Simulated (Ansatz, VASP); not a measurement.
GaGe: VASP beside Ansatz

```
Ga Ge
1.0
     0.00000    2.75295    2.97029
     2.75295    0.00000    2.97029
     2.75295    2.75295    0.00000
Ga Ge
1 1
Direct
  0.75000 0.75000 0.75000
  0.00000 0.00000 0.00000
```

Change from the starting cell: strain -0.050 along x and y, +0.025 along z, atoms carried along.

Alike in both runs: task single point; functional PBEsol; k mesh 14 × 14 × 14; occupations gaussian, width 0.15 eV; no spin polarisation.

|  | VASP | Ansatz |
| --- | --- | --- |
| version | VASP 6.6.1 | Ansatz 0.2.0 |
| potentials or method | VASP PAW PBE potentials, release 64 (Ga_d, Ge_d), cutoff 520 eV | scalar-relativistic, plane waves, PAW |
| valence electrons in the cell | 27 | 27 |

```tsv
	VASP	Ansatz	Ansatz less VASP
gap on the k mesh at the Fermi level (eV)	none	none	-
pressure (GPa)	1.4	1.5	+0.03
traceless stress, the component that is largest in VASP (GPa)	0.64	0.64	+0.003
```

VASP's potentials were made for PBE, not for PBEsol. A gap of «none» marks a metal or a gap that the smearing closes.
